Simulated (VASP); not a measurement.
# Zr (P6_3/mmc) in VASP: single point with PBEsol

Aim: the single point of Zr with PBEsol.

Everything below comes from runs of VASP 6.6.1. Logs are shortened: lines on timing, memory, paths and dates and some standing lists are left out, and cuts for length are marked.

### 1 The cell of the first run

It takes space group P6_3/mmc (No. 194, hexagonal). Conventional cell: a = 3.232 Å, b = 3.232 Å, c = 5.147 Å, α = 90.00°, β = 90.00°, γ = 120.00°. Zr (site symmetry -6m2) has 12 Zr at 3.18 to 3.23 Å within 4.2 Å.

### 2 Single point, PBEsol

Contents of INCAR:

```
SYSTEM = Zr
PREC = Accurate
ENCUT = 520
EDIFF = 1E-7
ISMEAR = 0
SIGMA = 0.15
LREAL = .FALSE.
LASPH = .TRUE.
NELM = 80
ALGO = Fast
ISIF = 2
LWAVE = .FALSE.
LCHARG = .FALSE.
GGA = PS
NBANDS = 19
```

Contents of KPOINTS:

```
regular mesh
0
G
  18 18 10
  0 0 0
```

Contents of POSCAR:

```
Zr
1.0
    3.2319982225      0.0000000000      0.0000000000
   -1.6159991112      2.7989925657      0.0000000000
    0.0000000000      0.0000000000      5.1470000000
Zr
2
Direct
    0.3333333333      0.6666666667      0.2500000000
    0.6666666667      0.3333333333      0.7500000000
```

Potentials or basis: VASP PAW PBE potentials, release 64 (Zr_sv).

Started as:

```
$ cat potpaw_PBE.64/Zr_sv/POTCAR > POTCAR
$ mpirun -np 1 vasp_std > vasp.out
```

OUTCAR:

```text
SYSTEM = Zr
   PREC = Accurate
   ENCUT = 520
   EDIFF = 1E-7
   ISMEAR = 0
   LREAL = .FALSE.
   LASPH = .TRUE.
   NELM = 80
   ISIF = 2
   GGA = PS

 ion  position               nearest neighbor table
   1  0.333  0.667  0.250-   2 3.18   2 3.18   2 3.18   2 3.18   2 3.18   2 3.18
   2  0.667  0.333  0.750-   1 3.18   1 3.18   1 3.18   1 3.18   1 3.18   1 3.18

  LATTYP: Found a hexagonal cell.
 ALAT       =     3.2319982225
 C/A-ratio  =     1.5925132521

  Lattice vectors:

 A1 = (   3.2319982225,   0.0000000000,   0.0000000000)
 A2 = (  -1.6159991112,   2.7989925657,   0.0000000000)
 A3 = (   0.0000000000,   0.0000000000,   5.1470000000)

Analysis of symmetry for initial positions (statically):
=====================================================================
 Subroutine PRICEL returns:
 Original cell was already a primitive cell.

 Routine SETGRP: Setting up the symmetry group for a
 hexagonal supercell.

 Subroutine GETGRP returns: Found 24 space group operations
 (whereof 12 operations were pure point group operations)
 out of a pool of 24 trial point group operations.

The static configuration has the point symmetry D_3d.
 The point group associated with its full space group is D_6h.

Analysis of symmetry for dynamics (positions and initial velocities):
=====================================================================
 Subroutine PRICEL returns:
 Original cell was already a primitive cell.

 Routine SETGRP: Setting up the symmetry group for a
 hexagonal supercell.

 Subroutine GETGRP returns: Found 24 space group operations
 (whereof 12 operations were pure point group operations)
 out of a pool of 24 trial point group operations.

The dynamic configuration has the point symmetry D_3d.
 The point group associated with its full space group is D_6h.

 Subroutine INISYM returns: Found 24 space group operations
 (whereof 12 operations are pure point group operations),
 and found     1 'primitive' translations

----------------------------------------------------------------------------------------

                                     Primitive cell

  volume of cell :      46.5615

  direct lattice vectors                    reciprocal lattice vectors
     3.231998223  0.000000000  0.000000000     0.309406111  0.178635701  0.000000000
    -1.615999111  2.798992566  0.000000000     0.000000000  0.357271403  0.000000000
     0.000000000  0.000000000  5.147000000     0.000000000  0.000000000  0.194287935

  length of vectors
     3.231998223  3.231998222  5.147000000     0.357271403  0.357271403  0.194287935

  position of ions in fractional coordinates (direct lattice)
[... 79 lines left out ...]
   EDIFF  = 0.1E-06   stopping-criterion for ELM
   LREAL  =      F    real-space projection
   EDIFFG = 0.1E-05   stopping-criterion for IOM
   NSW    =      0    number of steps for IOM
   IBRION =     -1    ionic relax: 0-MD 1-quasi-New 2-CG
   NFREE  =      0    steps in history (QN), initial steepest desc. (CG)
   ISIF   =      2    stress and relaxation
   ISYM   =      2    0-nonsym 1-usesym 2-fastsym
   POTIM  = 0.5000    time-step for ionic-motion
   TEBEG  =    0.0;   TEEND  =   0.0 temperature during run
   PSTRESS=    0.0 pullay stress
   NELECT =      24.0000    total number of electrons
   NUPDOWN=      -1.0000    fix difference up-down
   EMIN   =  10.00;   EMAX   =-10.00  energy-range for DOS
   EFERMI =   0.00;   METHOD = LEGACY
   ISMEAR =     0;   SIGMA  =   0.15  broadening in eV -4-tet -1-fermi 0-gaus
   EFERMI_NEDOS =   21; number of points for ismear=-14 and -15
   IALGO  =     68    algorithm
   IMIX   =      4    mixing-type and parameters
     AMIX     =   0.40;   BMIX     =  1.00
     AMIX_MAG =   1.60;   BMIX_MAG =  1.00
  volume/ion in A,a.u.               =      23.28       157.11
  Fermi-wavevector in a.u.,A,eV,Ry     =   1.312612  2.480476 23.442147  1.722949
  Thomas-Fermi vector in A             =   2.442992
   LORBIT       =      0    0 simple, 1 ext, 2 COOP (PROOUT), +10 PAW based schemes
   GGA     = PS    functional components
   LHFCALC =     F    Hartree Fock is set to
   AEXX    =    0.0000 exact exchange contribution
   IVDW    =     0    specifies the selected vdW correction
   LEPSILON=     F    determine dielectric tensor
   LRPA    =     F    only Hartree local field effects (RPA)
 non-spin polarized calculation
 RMM-DIIS sequential band-by-band and
 Gauss-broadening in eV      SIGMA  =   0.15
  energy-cutoff  :      520.00
  volume of cell :       46.56
 maximum number of plane-waves:      1284
   NGX = 13   NGY = 13   NGZ = 19

 number of electron      24.0000000 magnetization

 Free energy of the ion-electron system (eV)
  ---------------------------------------------------
  ext. energy  EPLUGINS =         0.00000000
  ---------------------------------------------------
  free energy    TOTEN  =       -18.15719295 eV

  energy without entropy =      -18.13384604  energy(sigma->0) =      -18.14551950

 E-fermi :   8.8632     XC(G=0): -11.2022

 val. band max:        8.8632007638   @ k =   0.3889   0.2222   0.5000
 cond. band min:       8.8635190535   @ k =   0.1111   0.0556   0.1000
 fundamental gap:      0.0003182897
 Fermi energy:         8.8632257500

 k-point     1 :       0.0000    0.0000    0.0000
  band No.  band energies     occupation
      1     -39.8705      2.00000
      2     -39.7143      2.00000
      3     -18.4248      2.00000
      4     -17.5464      2.00000
      5     -17.5464      2.00000
      6     -17.4066      2.00000
[... 505 lines left out ...]
      6     -17.7931      2.00000
[... 11 lines left out ...]
     18      13.9830      0.00000
     19      14.7628      0.00000

 [... further k-points ...]

------------------------ aborting loop because EDIFF is reached ----------------------------------------

  FORCE on cell =-STRESS in cart. coord.  units (eV):
  Direction    XX          YY          ZZ          XY          YZ          ZX
  --------------------------------------------------------------------------------------
  -------------------------------------------------------------------------------------
  Total       -0.9883118     -0.9883118     -0.8590450     -0.0000000     -0.0000000      0.0000000
  in kB      -34.0077221    -34.0077221    -29.5596609     -0.0000000     -0.0000000      0.0000000
  external PRESSURE =     -32.5250350 kB  Pullay stress =       0.0000000 kB

 VOLUME and BASIS-vectors are now :
 -----------------------------------------------------------------------------
  energy-cutoff  :      520.00
  volume of cell :       46.56
      direct lattice vectors                 reciprocal lattice vectors
     3.231998223  0.000000000  0.000000000     0.309406111  0.178635701  0.000000000
    -1.615999111  2.798992566  0.000000000     0.000000000  0.357271403  0.000000000
     0.000000000  0.000000000  5.147000000     0.000000000  0.000000000  0.194287935

 POSITION                                       TOTAL-FORCE (eV/Angst)
 -----------------------------------------------------------------------------------
     -0.00000      1.86600      1.28675         0.000000     -0.000000      0.000000
      1.61600      0.93300      3.86025        -0.000000      0.000000      0.000000
 -----------------------------------------------------------------------------------
    total drift:                               -0.000000      0.000000     -0.000000

  FREE ENERGIE OF THE ION-ELECTRON SYSTEM (eV)
  ---------------------------------------------------
  free  energy   TOTEN  =       -18.1571929527 eV

  energy  without entropy=      -18.1338460403  energy(sigma->0) =      -18.14551950
```

Wall time 11 min (1 thread of AMD EPYC 7R13, shared host); peak memory 0.25 GiB.

Results:

| Quantity | Value |
| --- | --- |
| Free energy | -18.1572 eV |
| Pressure | -3.3 GPa |
| Band gap on the k mesh | zero (band 12 reaches 9.80 eV, above the bottom of band 13 at 8.62 eV) |

Stress tensor (GPa, compression positive):
```
-3.40  0.00  0.00
 0.00 -3.40  0.00
 0.00  0.00 -2.96
```

Caveat: the PAW data sets were made with another functional, which shifts forces and pressure a little.
